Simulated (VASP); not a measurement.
# AlN (P6_3mc) in VASP: a series of runs, part 2 of 2

VASP 6.6.1.

### Step 4. Single point, LDA (strain -0.030 along x and y, -0.030 along z)

INCAR reads:

```
PREC = Accurate
ENCUT = 520
EDIFF = 1E-6
ISMEAR = 0
SIGMA = 0.05
LREAL = False
LASPH = True
NELM = 100
ALGO = Normal
ISIF = 2
LWAVE = False
LCHARG = False
GGA = CA
NBANDS = 16
```

KPOINTS reads:

```
regular mesh
0
Gamma
  9 9 6
```

POSCAR reads:

```
AlN
1.0
    3.0176720870      0.0000000000      0.0000000000
   -1.5088360435      2.6133806877      0.0000000000
    0.0000000000      0.0000000000      4.8286600000
Al N
2 2
Direct
    0.3333333333      0.6666666667      0.0000000000
    0.6666666667      0.3333333333      0.5000000000
    0.3333333333      0.6666666667      0.3850000000
    0.6666666667      0.3333333333      0.8850000000
```

Potentials or basis: VASP PAW LDA potentials, release 64 (Al, N).

Launch:

```
$ cat potpaw_LDA.64/Al/POTCAR potpaw_LDA.64/N/POTCAR > POTCAR
$ mpirun -np 1 vasp_std > vasp.out
```

OUTCAR:

```text
PREC = Accurate
   ENCUT = 520
   EDIFF = 1E-6
   ISMEAR = 0
   LREAL = False
   LASPH = True
   NELM = 100
   ISIF = 2
   GGA = CA

 ion  position               nearest neighbor table
   1  0.333  0.667  0.000-   4 1.83   4 1.83   4 1.83   3 1.86   2 2.98   2 2.98   2 2.98   2 2.98
                             2 2.98   2 2.98
   2  0.667  0.333  0.500-   3 1.83   3 1.83   3 1.83   4 1.86   1 2.98   1 2.98   1 2.98   1 2.98
                             1 2.98   1 2.98
   3  0.333  0.667  0.385-   2 1.83   2 1.83   2 1.83   1 1.86
   4  0.667  0.333  0.885-   1 1.83   1 1.83   1 1.83   2 1.86

  LATTYP: Found a hexagonal cell.
 ALAT       =     3.0176720870
 C/A-ratio  =     1.6001274694

  Lattice vectors:

 A1 = (   3.0176720870,   0.0000000000,   0.0000000000)
 A2 = (  -1.5088360435,   2.6133806877,   0.0000000000)
 A3 = (   0.0000000000,   0.0000000000,   4.8286600000)

Analysis of symmetry for initial positions (statically):
=====================================================================
 Subroutine PRICEL returns:
 Original cell was already a primitive cell.

 Routine SETGRP: Setting up the symmetry group for a
 hexagonal supercell.

[... 169 lines left out ...]
  free energy    TOTEN  =       -32.68600784 eV

  energy without entropy =      -32.68600784  energy(sigma->0) =      -32.68600784

 E-fermi :   7.0969     XC(G=0): -11.6537

 val. band max:        6.8728250861   @ k =   0.0000   0.0000   0.0000
 cond. band min:      11.7744862280   @ k =   0.3333   0.3333   0.0000
 fundamental gap:      4.9016611419
 Fermi energy:         7.0968959959

 k-point     1 :       0.0000    0.0000    0.0000
  band No.  band energies     occupation
      1      -8.7936      2.00000
      2      -6.2672      2.00000
      3       0.3509      2.00000
      4       5.8795      2.00000
      5       5.8796      2.00000
      6       6.5565      2.00000
[... 433 lines left out ...]
      3       1.6347      2.00000
      4       2.4195      2.00000
      5       2.4195      2.00000
      6       3.8364      2.00000
[... 8 lines left out ...]
     15      20.2731      0.00000
     16      22.9729      0.00000

 [... further k-points ...]
[... 5 lines left out ...]
  --------------------------------------------------------------------------------------
  -------------------------------------------------------------------------------------
  Total        4.5718367      4.5718367      3.5394791      0.0000000      0.0000000      0.0000000
  in kB      192.3534316    192.3534316    148.9184770      0.0000000      0.0000000      0.0000000
  external PRESSURE =     177.8751134 kB  Pullay stress =       0.0000000 kB

 VOLUME and BASIS-vectors are now :
 -----------------------------------------------------------------------------
  energy-cutoff  :      520.00
  volume of cell :       38.08
      direct lattice vectors                 reciprocal lattice vectors
     3.017672087  0.000000000  0.000000000     0.331381267  0.191323064  0.000000000
    -1.508836043  2.613380688  0.000000000     0.000000000  0.382646128  0.000000000
     0.000000000  0.000000000  4.828660000     0.000000000  0.000000000  0.207096793

 POSITION                                       TOTAL-FORCE (eV/Angst)
 -----------------------------------------------------------------------------------
     -0.00000      1.74225      0.00000         0.000000     -0.000000      0.191523
      1.50884      0.87113      2.41433        -0.000000      0.000000      0.191523
     -0.00000      1.74225      1.85903         0.000000      0.000000     -0.191523
      1.50884      0.87113      4.27336        -0.000000     -0.000000     -0.191523
 -----------------------------------------------------------------------------------
    total drift:                               -0.000000      0.000000      0.000710

  FREE ENERGIE OF THE ION-ELECTRON SYSTEM (eV)
  ---------------------------------------------------
  free  energy   TOTEN  =       -32.6860078411 eV

  energy  without entropy=      -32.6860078411  energy(sigma->0) =      -32.68600784
```

Run time: 32 s. Hardware: 1 thread of AMD EPYC 7R13, shared host; peak memory 0.12 GiB.

Results:

```
Free energy            : -32.6860 eV
Pressure               : 17.8 GPa
Largest force          : 0.192 eV/Å
Band gap on the k mesh : 4.90 eV, indirect (least direct gap 5.02 eV)
```

Forces in eV/Å, atoms in the order of the input:
```
Al   0.000  0.000  0.192
Al   0.000  0.000  0.192
N    0.000  0.000 -0.192
N    0.000  0.000 -0.192
```

Stress tensor (GPa, compression positive):
```
19.24  0.00  0.00
 0.00 19.24  0.00
 0.00  0.00 14.89
```

Levels at points of the mesh, in eV from the valence-band top:
| k point | band 4 | band 5 | band 6 | band 7 | band 8 | band 9 | band 10 | band 11 | band 12 | band 13 |
| --- | --- | --- | --- | --- | --- | --- | --- | --- | --- | --- |
| (0.00, 0.00, 0.00) | -0.99 | -0.99 | -0.32 | -0.32 | 0.00 | 5.02 | 7.32 | 11.23 | 11.55 | 11.55 |
| (0.00, 0.00, 0.50) | -3.52 | -0.67 | -0.67 | -0.67 | -0.67 | 7.21 | 7.21 | 10.86 | 10.86 | 11.88 |

Caveat: the cell differs from its parent crystal (strain -0.030 along x and y, -0.030 along z).

### Step 5. Single point, LDA (strain -0.030 along x and y, +0.000 along z)

INCAR reads:

```
SYSTEM = AlN
PREC     = Accurate       ! precision mode
ENCUT    = 520            ! plane-wave cutoff, eV
EDIFF    = 1E-7           ! SCF threshold, eV
ISMEAR   = 0              ! smearing method
SIGMA    = 0.05           ! smearing width, eV
LREAL    = .False.        ! projectors in reciprocal space
LASPH    = .True.         ! aspherical terms in the spheres
NELM     = 60             ! most SCF steps
ALGO     = Normal         ! electronic algorithm
ISIF     = 2              ! what is computed and relaxed
LWAVE    = .False.        ! write WAVECAR
LCHARG   = .True.         ! write CHGCAR
GGA      = CA             ! functional
LELF     = .True.         ! ELF
LVHAR    = .True.       
NBANDS   = 16             ! bands
```

KPOINTS reads:

```
regular mesh
0
Gamma
  9 9 6
  0 0 0
```

POSCAR, as its differences from that of step 4:

```diff
@@ -4,3 +4,3 @@
    -1.5088360435      2.6133806877      0.0000000000
-    0.0000000000      0.0000000000      4.8286600000
+    0.0000000000      0.0000000000      4.9780000000
 Al N
```

Launch:

```
$ cat potpaw_LDA.64/Al/POTCAR potpaw_LDA.64/N/POTCAR > POTCAR
$ mpirun -np 1 vasp_std > vasp.out
```

Wall time 43 s (1 thread of AMD EPYC 7R13, shared host); peak memory 0.12 GiB.

Results (log left out):

* Free energy: -32.7365 eV
* Pressure: 10.6 GPa
* Largest force: 0.590 eV/Å
* Band gap on the k mesh: 4.81 eV, direct

Forces in eV/Å, atoms in the order of the input:
```
Al   0.000  0.000  0.590
Al   0.000  0.000  0.590
N    0.000  0.000 -0.590
N    0.000  0.000 -0.590
```

Stress tensor (GPa, compression positive):
```
16.31  0.00  0.00
 0.00 16.31  0.00
 0.00  0.00 -0.77
```

Levels at points of the mesh, in eV from the valence-band top:
```
           k point  band 4  band 5  band 6  band 7  band 8  band 9  band 10  band 11  band 12  band 13
(0.00, 0.00, 0.00)   -0.73   -0.73   -0.15   -0.15    0.00    4.81     7.48    10.94    11.75    11.75
(0.00, 0.00, 0.50)   -3.49   -0.45   -0.45   -0.45   -0.45    7.18     7.18    10.60    10.60    12.08
```

Caveat: the cell differs from its parent crystal (strain -0.030 along x and y, +0.000 along z).

### Step 6. Summary

```tsv
cell	gap on the mesh (eV)	pressure (GPa)	largest force (eV/Å)
a = 3.204, b = 3.204, c = 5.127 Å, angles 90.0, 90.0, 120.0°, 4 atoms	3.42	-18.4	0.18
a = 3.204, b = 3.204, c = 5.053 Å, angles 90.0, 90.0, 120.0°, 4 atoms	3.51	-16.5	0.08
a = 3.018, b = 3.018, c = 4.829 Å, angles 90.0, 90.0, 120.0°, 4 atoms	4.90	17.8	0.19
a = 3.018, b = 3.018, c = 4.978 Å, angles 90.0, 90.0, 120.0°, 4 atoms	4.81	10.6	0.59
```

Alike in all rows: task single point; level LDA; potentials or basis VASP PAW LDA potentials, release 64 (Al, N); no spin polarisation; k mesh 9 × 9 × 6; cutoff (eV) 520; smearing gaussian 0.05 eV.

Total energies depend on the potentials used, so only differences within one code and one set of settings carry meaning.
